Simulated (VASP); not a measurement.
Set up this calculation in VASP 6.6.1, as the native input.

```
Task                   : single point
Functional             : r2SCAN
Potentials or basis    : VASP PAW PBE potentials, release 64 (Rh_pv)
Cutoff                 : 520 eV
k mesh                 : 24 × 24 × 14
Occupations            : gaussian, width 0.15 eV
Spin                   : no spin polarisation
Dipole correction      : no
Further INCAR settings : ALGO = Normal; EDIFF = 1e-07; NBANDS = 22
```

The system is Rh.

```
Rh
1.0
     2.70364    0.00000    0.00000
    -1.35182    2.34142    0.00000
     0.00000    0.00000    4.17467
Rh
2
Direct
  0.66667 0.33333 0.75000
  0.33333 0.66667 0.25000
```

This cell differs from its parent crystal: strain +0.000 along x and y, -0.040 along z.

These files were run (other wordings do the same):

POSCAR

```
Rh
1.0
    2.7036431850      0.0000000000      0.0000000000
   -1.3518215925      2.3414236809      0.0000000000
    0.0000000000      0.0000000000      4.1746725299
Rh
2
Direct
    0.6666666667      0.3333333333      0.7500000000
    0.3333333333      0.6666666667      0.2500000000
```

INCAR.step1

```
PREC     = Accurate       # precision mode
ENCUT    = 520            # plane-wave cutoff, eV
ISMEAR   = 0              # smearing method
SIGMA    = 0.15           # smearing width, eV
LREAL    = False          # projectors in reciprocal space
LASPH    = True           # aspherical terms in the spheres
NELM     = 60             # most SCF steps
NBANDS   = 22             # bands
GGA      = PE             # functional
ALGO     = Normal         # electronic algorithm
EDIFF    = 1E-4           # SCF threshold, eV
LWAVE    = True           # write WAVECAR
LCHARG   = False          # write CHGCAR
```

INCAR.step2

```
PREC     = Accurate       # precision mode
ENCUT    = 520            # plane-wave cutoff, eV
EDIFF    = 1E-7           # SCF threshold, eV
ISMEAR   = 0              # smearing method
SIGMA    = 0.15           # smearing width, eV
LREAL    = False          # projectors in reciprocal space
LASPH    = True           # aspherical terms in the spheres
NELM     = 60             # most SCF steps
ALGO     = Normal         # electronic algorithm
ISIF     = 2              # what is computed and relaxed
LWAVE    = False          # write WAVECAR
LCHARG   = False          # write CHGCAR
METAGGA  = R2SCAN         # meta-GGA
LMIXTAU  = True         
NBANDS   = 22             # bands
ISTART   = 1
```

KPOINTS

```
regular mesh
0
Gamma
  24 24 14
```

Potentials or basis: VASP PAW PBE potentials, release 64 (Rh_pv).

The run is started by

```console
$ cat potpaw_PBE.64/Rh_pv/POTCAR > POTCAR
$ cp INCAR.step1 INCAR
$ mpirun -np 1 vasp_std > vasp.out
$ cp INCAR.step2 INCAR
$ mpirun -np 1 vasp_std > vasp.out
```

It gave:

- Pressure: 15.2 GPa
- Band gap on the k mesh: zero (bands 15 and 16 overlap by 2.50 eV)

Caveat: the cell differs from its parent crystal (strain +0.000 along x and y, -0.040 along z); the stress differs along the axes, from 11 to 25 GPa; the PAW data sets were made with another functional, which shifts forces and pressure a little.

Run time: 28 min on 1 thread of Oxide Virtual Turin-like Processor, with other jobs on the host, peak memory 0.28 GiB.
